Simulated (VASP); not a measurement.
# InSb3 (P1) in VASP: further runs

Runs on InSb3. Level: PBEsol. Tasks: single point.

Everything below comes from runs of VASP 6.6.1. Logs are shortened: lines on timing, memory, paths and dates and some standing lists are left out, and cuts for length are marked.

**1. The cell of the first run**

The typed cell holds 4 atoms: a = 5.366 Å, b = 5.366 Å, c = 5.366 Å, α = 60.00°, β = 60.00°, γ = 60.00°.

**2. Single point, PBEsol (atoms moved at random)**

INCAR

```
PREC     = Accurate       # precision mode
ENCUT    = 520            # plane-wave cutoff, eV
EDIFF    = 1E-7           # SCF threshold, eV
ISMEAR   = -1             # smearing method
SIGMA    = 0.05           # smearing width, eV
LREAL    = False          # projectors in reciprocal space
LASPH    = True           # aspherical terms in the spheres
NELM     = 60             # most SCF steps
ALGO     = Normal         # electronic algorithm
ISIF     = 2              # what is computed and relaxed
LWAVE    = False          # write WAVECAR
LCHARG   = False          # write CHGCAR
GGA      = PS             # functional
NBANDS   = 22             # bands
```

KPOINTS

```
regular mesh
0
Gamma
  6 6 6
```

POSCAR

```
InSb3
1.0
    0.0000000000      3.7945550000      3.7945550000
    3.7945550000      0.0000000000      3.7945550000
    3.7945550000      3.7945550000      0.0000000000
Sb In
3 1
Direct
    0.5054790000      0.5113180000      0.4848070000
    0.7513440000      0.7508040000      0.7319410000
    0.2428190000      0.2631560000      0.2466500000
   -0.0085640000     -0.0051780000      0.0091680000
```

Potentials or basis: VASP PAW PBE potentials, release 64 (Sb, In_d).

Started as:

```sh
cat potpaw_PBE.64/Sb/POTCAR potpaw_PBE.64/In_d/POTCAR > POTCAR
mpirun -np 1 vasp_std > vasp.out
```

OUTCAR:

```text
PREC = Accurate
   ENCUT = 520
   EDIFF = 1E-7
   ISMEAR = -1
   LREAL = False
   LASPH = True
   NELM = 60
   ISIF = 2
   GGA = PS

 ion  position               nearest neighbor table
   1  0.505  0.511  0.485-   2 3.21   3 3.23   3 3.28   3 3.29   2 3.30   2 3.31   2 3.33   3 3.34
                             4 3.68   4 3.76   4 3.77   4 3.83   4 3.84
   2  0.751  0.751  0.732-   4 3.17   1 3.21   1 3.30   1 3.31   4 3.31   4 3.33   1 3.33   4 3.34
                             3 3.69   3 3.77   3 3.78
   3  0.243  0.263  0.247-   4 3.21   1 3.23   4 3.28   1 3.28   1 3.29   4 3.32   1 3.34   4 3.34
                             2 3.69   2 3.77   2 3.78
   4  0.991  0.995  0.009-   2 3.17   3 3.21   3 3.28   2 3.31   3 3.32   2 3.33   2 3.34   3 3.34
                             1 3.68   1 3.76   1 3.77   1 3.83   1 3.84

  LATTYP: Found a face centered cubic cell.
 ALAT       =     7.5891100000

  Lattice vectors:

 A1 = (   0.0000000000,   3.7945550000,   3.7945550000)
 A2 = (   3.7945550000,   0.0000000000,   3.7945550000)
 A3 = (   3.7945550000,   3.7945550000,   0.0000000000)

Analysis of symmetry for initial positions (statically):
=====================================================================
 Subroutine PRICEL returns:
 Original cell was already a primitive cell.

 Routine SETGRP: Setting up the symmetry group for a
 face centered cubic supercell.

 Subroutine GETGRP returns: Found  1 space group operations
 (whereof  1 operations were pure point group operations)
 out of a pool of 48 trial point group operations.

The static configuration has the point symmetry C_1 .

Analysis of symmetry for dynamics (positions and initial velocities):
=====================================================================
 Subroutine PRICEL returns:
 Original cell was already a primitive cell.

 Routine SETGRP: Setting up the symmetry group for a
 face centered cubic supercell.

 Subroutine GETGRP returns: Found  1 space group operations
 (whereof  1 operations were pure point group operations)
 out of a pool of 48 trial point group operations.

The dynamic configuration has the point symmetry C_1 .

 Subroutine INISYM returns: Found  1 space group operations
 (whereof  1 operations are pure point group operations),
 and found     1 'primitive' translations

----------------------------------------------------------------------------------------

                                     Primitive cell

  volume of cell :     109.2729

  direct lattice vectors                    reciprocal lattice vectors
     0.000000000  3.794555000  3.794555000    -0.131767757  0.131767757  0.131767757
     3.794555000  0.000000000  3.794555000     0.131767757 -0.131767757  0.131767757
     3.794555000  3.794555000  0.000000000     0.131767757  0.131767757 -0.131767757

  length of vectors
     5.366311144  5.366311144  5.366311144     0.228228449  0.228228449  0.228228449

  position of ions in fractional coordinates (direct lattice)
     0.505479000  0.511318000  0.484807000
     0.751344000  0.750804000  0.731941000
     0.242819000  0.263156000  0.246650000
     0.991436000  0.994822000  0.009168000

  ion indices of the primitive-cell ions
   primitive index   ion index
                 1           1
                 2           2
                 3           3
                 4           4

----------------------------------------------------------------------------------------

 KPOINTS: regular mesh

Automatic generation of k-mesh.
 Grid dimensions read from file:
 generate k-points for:    6    6    6

 Generating k-lattice:

  Cartesian coordinates                     Fractional coordinates (reciprocal lattice)
    -0.021961293  0.021961293  0.021961293     0.166666667  0.000000000  0.000000000
     0.021961293 -0.021961293  0.021961293     0.000000000  0.166666667  0.000000000
     0.021961293  0.021961293 -0.021961293     0.000000000  0.000000000  0.166666667

  Length of vectors
     0.038038075  0.038038075  0.038038075

  Shift w.r.t. Gamma in fractional coordinates (k-lattice)
     0.000000000  0.000000000  0.000000000

 Subroutine IBZKPT returns following result:
 ===========================================

 Found    112 irreducible k-points:

 Following reciprocal coordinates:
            Coordinates               Weight
  0.000000  0.000000  0.000000      1.000000
  0.166667  0.000000  0.000000      2.000000
  0.000000  0.166667  0.000000      2.000000
  0.000000  0.000000  0.166667      2.000000
  0.166667  0.166667  0.166667      2.000000
  0.333333  0.000000  0.000000      2.000000
[... 16 lines left out ...]
  0.166667 -0.166667 -0.166667      2.000000
  0.333333  0.333333  0.166667      2.000000
 [... further k-points ...]
   k-points           NKPTS =    112   k-points in BZ     NKDIM =    112   number of bands    NBANDS=     22
   number of dos      NEDOS =    301   number of ions     NIONS =      4
   total plane-waves  NPLWV =  64000
   dimension x,y,z NGX =    40 NGY =   40 NGZ =   40
   dimension x,y,z NGXF=    80 NGYF=   80 NGZF=   80
   ions per type =               3   1
   NGX,Y,Z   is equivalent  to a cutoff of  12.39, 12.39, 12.39 a.u.
   NGXF,Y,Z  is equivalent  to a cutoff of  24.78, 24.78, 24.78 a.u.
 SYSTEM =  unknown system
   PREC   = accura    normal or accurate (medium, high low for compatibility)
   ISTART =      0    job   : 0-new  1-cont  2-samecut
   ICHARG =      2    charge: 1-file 2-atom 10-const
   ISPIN  =      1    spin polarized calculation?
   LNONCOLLINEAR =      F non collinear calculations
   LSORBIT =      F    spin-orbit coupling
   LASPH  =      T    aspherical Exc in radial PAW
   ENCUT  =  520.0 eV  38.22 Ry    6.18 a.u.   9.98  9.98  9.98*2*pi/ulx,y,z
   NELM   =     60;   NELMIN=  2; NELMDL= -5     # of ELM steps
   EDIFF  = 0.1E-06   stopping-criterion for ELM
   LREAL  =      F    real-space projection
   EDIFFG = 0.1E-05   stopping-criterion for IOM
   NSW    =      0    number of steps for IOM
   IBRION =     -1    ionic relax: 0-MD 1-quasi-New 2-CG
   NFREE  =      0    steps in history (QN), initial steepest desc. (CG)
   ISIF   =      2    stress and relaxation
   ISYM   =      2    0-nonsym 1-usesym 2-fastsym
   POTIM  = 0.5000    time-step for ionic-motion
   TEBEG  =    0.0;   TEEND  =   0.0 temperature during run
   PSTRESS=    0.0 pullay stress
   NELECT =      28.0000    total number of electrons
   NUPDOWN=      -1.0000    fix difference up-down
   EMIN   =  10.00;   EMAX   =-10.00  energy-range for DOS
   EFERMI =   0.00;   METHOD = LEGACY
   ISMEAR =    -1;   SIGMA  =   0.05  broadening in eV -4-tet -1-fermi 0-gaus
   EFERMI_NEDOS =   21; number of points for ismear=-14 and -15
   IALGO  =     38    algorithm
   IMIX   =      4    mixing-type and parameters
     AMIX     =   0.40;   BMIX     =  1.00
     AMIX_MAG =   1.60;   BMIX_MAG =  1.00
  volume/ion in A,a.u.               =      27.32       184.35
  Fermi-wavevector in a.u.,A,eV,Ry     =   1.039816  1.964968 14.710866  1.081218
  Thomas-Fermi vector in A             =   2.174364
   LORBIT       =      0    0 simple, 1 ext, 2 COOP (PROOUT), +10 PAW based schemes
   GGA     = PS    functional components
   LHFCALC =     F    Hartree Fock is set to
   AEXX    =    0.0000 exact exchange contribution
   IVDW    =     0    specifies the selected vdW correction
   LEPSILON=     F    determine dielectric tensor
   LRPA    =     F    only Hartree local field effects (RPA)
 non-spin polarized calculation
  energy-cutoff  :      520.00
  volume of cell :      109.27
 maximum number of plane-waves:      2956
   NGX = 19   NGY = 19   NGZ = 19

 number of electron      28.0000002 magnetization

 Free energy of the ion-electron system (eV)
  ---------------------------------------------------
  ext. energy  EPLUGINS =         0.00000000
  ---------------------------------------------------
  free energy    TOTEN  =       -16.02849700 eV

  energy without entropy =      -15.99872292  energy(sigma->0) =      -16.01360996

 E-fermi :   7.9261     XC(G=0): -10.2507

 val. band max:        7.9176573872   @ k =   0.0000   0.3333   0.1667
 cond. band min:       7.9277174121   @ k =   0.0000   0.1667   0.1667
 fundamental gap:      0.0100600249
 Fermi energy:         7.9261028587

 k-point     1 :       0.0000    0.0000    0.0000
  band No.  band energies     occupation
      1      -6.6651      2.00000
      2      -6.6640      2.00000
      3      -6.6636      2.00000
      4      -6.6330      2.00000
      5      -6.6323      2.00000
      6      -4.4266      2.00000
[... 14 lines left out ...]
     21      14.4691      0.00000
     22      14.5352      0.00000

 k-point     2 :       0.1667    0.0000    0.0000
  band No.  band energies     occupation
      1      -6.6680      2.00000
      2      -6.6631      2.00000
      3      -6.6621      2.00000
      4      -6.6336      2.00000
      5      -6.6328      2.00000
      6      -4.2201      2.00000
[... 14 lines left out ...]
     21      12.9074      0.00000
     22      13.9950      0.00000

 k-point     3 :       0.0000    0.1667    0.0000
  band No.  band energies     occupation
      1      -6.6677      2.00000
      2      -6.6632      2.00000
      3      -6.6621      2.00000
      4      -6.6335      2.00000
      5      -6.6327      2.00000
      6      -4.2248      2.00000
[... 14 lines left out ...]
     21      12.9702      0.00000
     22      13.9819      0.00000

 k-point     4 :       0.0000    0.0000    0.1667
  band No.  band energies     occupation
      1      -6.6684      2.00000
      2      -6.6625      2.00000
      3      -6.6621      2.00000
      4      -6.6334      2.00000
      5      -6.6326      2.00000
      6      -4.2256      2.00000
[... 14 lines left out ...]
     21      12.9815      0.00000
     22      13.9851      0.00000

 k-point     5 :       0.1667    0.1667    0.1667
  band No.  band energies     occupation
      1      -6.6680      2.00000
      2      -6.6630      2.00000
      3      -6.6624      2.00000
      4      -6.6336      2.00000
      5      -6.6328      2.00000
      6      -4.2181      2.00000
[... 14 lines left out ...]
     21      12.8784      0.00000
     22      14.0314      0.00000

 k-point     6 :       0.3333    0.0000    0.0000
  band No.  band energies     occupation
      1      -6.6759      2.00000
      2      -6.6604      2.00000
      3      -6.6592      2.00000
      4      -6.6344      2.00000
      5      -6.6334      2.00000
      6      -3.6165      2.00000
[... 14 lines left out ...]
     21      12.4028      0.00000
     22      13.9933      0.00000

 k-point     7 :       0.0000    0.3333    0.0000
  band No.  band energies     occupation
      1      -6.6751      2.00000
      2      -6.6607      2.00000
      3      -6.6593      2.00000
      4      -6.6340      2.00000
      5      -6.6328      2.00000
      6      -3.6424      2.00000
[... 324 lines left out ...]
      6      -3.6978      2.00000
[... 14 lines left out ...]
     21      12.6476      0.00000
     22      13.3081      0.00000

 k-point    21 :       0.3333    0.1667    0.3333
  band No.  band energies     occupation
      1      -6.6752      2.00000
      2      -6.6606      2.00000
      3      -6.6585      2.00000
      4      -6.6369      2.00000
      5      -6.6324      2.00000
      6      -3.6731      2.00000
[... 14 lines left out ...]
     21      12.6677      0.00000
     22      13.3999      0.00000

 k-point    22 :       0.1667    0.3333    0.0000
  band No.  band energies     occupation
      1      -6.6753      2.00000
      2      -6.6597      2.00000
      3      -6.6586      2.00000
      4      -6.6374      2.00000
      5      -6.6313      2.00000
      6      -3.6942      2.00000
[... 14 lines left out ...]
     21      12.6446      0.00000
     22      13.3379      0.00000

 k-point    23 :       0.1667   -0.1667   -0.1667
  band No.  band energies     occupation
      1      -6.6762      2.00000
      2      -6.6593      2.00000
      3      -6.6583      2.00000
      4      -6.6373      2.00000
      5      -6.6319      2.00000
      6      -3.6832      2.00000
[... 14 lines left out ...]
     21      12.6333      0.00000
     22      13.3156      0.00000

 k-point    24 :       0.3333    0.3333    0.1667
  band No.  band energies     occupation
      1      -6.6747      2.00000
      2      -6.6615      2.00000
      3      -6.6580      2.00000
      4      -6.6376      2.00000
      5      -6.6319      2.00000
      6      -3.6730      2.00000
[... 14 lines left out ...]
     21      12.6687      0.00000
     22      13.4129      0.00000

 [... further k-points ...]

------------------------ aborting loop because EDIFF is reached ----------------------------------------

  FORCE on cell =-STRESS in cart. coord.  units (eV):
  Direction    XX          YY          ZZ          XY          YZ          ZX
  --------------------------------------------------------------------------------------
  -------------------------------------------------------------------------------------
  Total       -1.9948331     -2.0934058     -2.0512547      0.0437386      0.1863023      0.0384270
  in kB      -29.2485668    -30.6938563    -30.0758302      0.6413030      2.7315953      0.5634233
  external PRESSURE =     -30.0060844 kB  Pullay stress =       0.0000000 kB

 VOLUME and BASIS-vectors are now :
 -----------------------------------------------------------------------------
  energy-cutoff  :      520.00
  volume of cell :      109.27
      direct lattice vectors                 reciprocal lattice vectors
     0.000000000  3.794555000  3.794555000    -0.131767757  0.131767757  0.131767757
     3.794555000  0.000000000  3.794555000     0.131767757 -0.131767757  0.131767757
     3.794555000  3.794555000  0.000000000     0.131767757  0.131767757 -0.131767757

 POSITION                                       TOTAL-FORCE (eV/Angst)
 -----------------------------------------------------------------------------------
      3.77985      3.75769      3.85829         0.022745      0.029790     -0.084528
      5.62636      5.62841      5.69998         0.099346      0.055990     -0.024717
      1.93449      1.85732      1.91995        -0.072547      0.002471     -0.049211
      3.80970      3.79685      7.53697        -0.049544     -0.088252      0.158456
 -----------------------------------------------------------------------------------
    total drift:                               -0.000261      0.000095     -0.000088

  FREE ENERGIE OF THE ION-ELECTRON SYSTEM (eV)
  ---------------------------------------------------
  free  energy   TOTEN  =       -16.0284969958 eV

  energy  without entropy=      -15.9987229233  energy(sigma->0) =      -16.01360996
```

Wall time 3.9 min (1 thread of Intel Xeon Platinum 8259CL at 2.50GHz (Skylake/Cascade Lake), shared host); peak memory 0.41 GiB.

What came out:

```
Free energy            : -16.0285 eV
Pressure               : -3.0 GPa
Largest force          : 0.188 eV/Å
Band gap on the k mesh : zero (band 14 reaches 8.91 eV, above the bottom of band 15 at 5.61 eV)
```

Forces in eV/Å, atoms in the order of the input:
```
Sb   0.023  0.030 -0.085
Sb   0.099  0.056 -0.025
Sb  -0.073  0.002 -0.049
In  -0.050 -0.088  0.158
```

Caveat: the cell differs from its parent crystal (atoms moved at random); the PAW data sets were made with another functional, which shifts forces and pressure a little; spin-orbit coupling is left out, which moves the levels of the heavy elements.

**3. Single point, PBEsol (atoms moved at random)**

INCAR

```
SYSTEM = InSb3
PREC     = Accurate       ! precision mode
ENCUT    = 520            ! plane-wave cutoff, eV
EDIFF    = 1E-6           ! SCF threshold, eV
ISMEAR   = -1             ! smearing method
SIGMA    = 0.05           ! smearing width, eV
LREAL    = .FALSE.        ! projectors in reciprocal space
LASPH    = .TRUE.         ! aspherical terms in the spheres
NELM     = 100            ! most SCF steps
ALGO     = Normal         ! electronic algorithm
ISIF     = 2              ! what is computed and relaxed
LWAVE    = .FALSE.        ! write WAVECAR
LCHARG   = .TRUE.         ! write CHGCAR
GGA      = PS             ! functional
LELF     = .TRUE.         ! ELF
LVHAR    = .TRUE.       
NBANDS   = 22             ! bands
```

KPOINTS

```
Automatic mesh
0
G
  6 6 6
  0 0 0
```

POSCAR is that of step 2.

Potentials or basis: VASP PAW PBE potentials, release 64 (Sb, In_d).

Started as:

```sh
cat potpaw_PBE.64/Sb/POTCAR potpaw_PBE.64/In_d/POTCAR > POTCAR
mpirun -np 1 vasp_std > vasp.out
```

Wall time 2.1 min (1 thread of AMD EPYC 9R45 (Zen 5), shared host); peak memory 0.38 GiB.

It converged, with:

```yaml
Free_energy: -16.0285 eV
Pressure: -3.0 GPa
Largest_force: 0.188 eV/Å
Band_gap_on_the_k_mesh: zero (band 14 reaches 8.91 eV, above the bottom of band 15 at 5.61 eV)
```

Forces in eV/Å, atoms in the order of the input:
```
Sb   0.023  0.030 -0.085
Sb   0.099  0.056 -0.025
Sb  -0.073  0.002 -0.049
In  -0.050 -0.088  0.158
```

Stress tensor (GPa, compression positive):
```
-2.93  0.06  0.06
 0.06 -3.08  0.27
 0.06  0.27 -3.01
```

Levels at points of the mesh, in eV from the Fermi level:
| k point | band 12 | band 13 | band 14 | band 15 | band 16 | band 17 |
| --- | --- | --- | --- | --- | --- | --- |
| (0.00, 0.00, 0.00) | -2.54 | -2.48 | -2.40 | -2.31 | -0.97 | -0.80 |
| (0.50, 0.00, 0.00) | -2.81 | -2.52 | -0.33 | -0.24 | 1.72 | 1.83 |
| (0.00, 0.50, 0.00) | -2.85 | -2.59 | -0.38 | -0.15 | 1.81 | 1.94 |
| (0.00, 0.00, 0.50) | -2.86 | -2.62 | -0.38 | -0.14 | 1.83 | 1.95 |
| (0.50, 0.50, 0.50) | -2.73 | -2.54 | -0.33 | -0.27 | 1.69 | 1.77 |
| (0.50, 0.50, 0.00) | 0.22 | 0.80 | 0.83 | 1.15 | 1.50 | 1.69 |
| (0.00, 0.50, 0.50) | 0.22 | 0.80 | 0.83 | 1.11 | 1.63 | 1.65 |
| (0.50, 0.00, 0.50) | 0.22 | 0.79 | 0.82 | 1.14 | 1.51 | 1.70 |

Caveat: the cell differs from its parent crystal (atoms moved at random); the PAW data sets were made with another functional, which shifts forces and pressure a little; spin-orbit coupling is left out, which moves the levels of the heavy elements.
